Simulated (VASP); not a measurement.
Runs of VASP 6.6.1 on MoS2. The structure is that of space group P6_3/mmc (No. 194), or close to it. The cells are those of the table. 

```csv
cell,gap on the mesh (eV),pressure (GPa),largest force (eV/Å)
"a = 3.141, b = 3.212, c = 12.579 Å, angles 90.0, 90.0, 119.3°, 6 atoms",0.96,-4.1,0.31
"a = 3.141, b = 3.106, c = 12.579 Å, angles 90.0, 90.0, 120.4°, 6 atoms",1.02,2.3,0.17
"a = 3.141, b = 3.248, c = 12.579 Å, angles 90.0, 90.0, 118.9°, 6 atoms",(a),-5.8,0.44
"a = 3.141, b = 3.284, c = 12.579 Å, angles 90.0, 90.0, 118.6°, 6 atoms",0.85,-7.4,0.57
"a = 3.141, b = 3.177, c = 12.579 Å, angles 90.0, 90.0, 119.6°, 6 atoms",0.98,-2.1,0.16
"a = 3.141, b = 3.266, c = 12.579 Å, angles 90.0, 90.0, 118.7°, 6 atoms",(b),(c),0.51
```

Alike in all rows: task single point; level PBEsol; potentials or basis VASP PAW PBE potentials, release 64 (Mo_sv, S); no spin polarisation; k mesh 12 × 12 × 2; cutoff (eV) 520; smearing gaussian 0.05 eV.

Problem. Fill in the values left out.

Solution. (a) 0.93; (b) 0.88; (c) -6.6.

Caveats: the PAW data sets were made with another functional, which shifts forces and pressure a little; this functional lacks dispersion, which binds layers or chains, so the pressure and a relaxed spacing across them are unreliable; the cell stands under tension (at least some runs); the stress differs along the axes, from -10 to -3 GPa (at least some runs); the stress differs along the axes, from -13 to -4 GPa (at least some runs); the stress differs along the axes, from -12 to -4 GPa (at least some runs).

A k mesh can miss the band edges, and the runs leave out spin-orbit coupling on Mo.
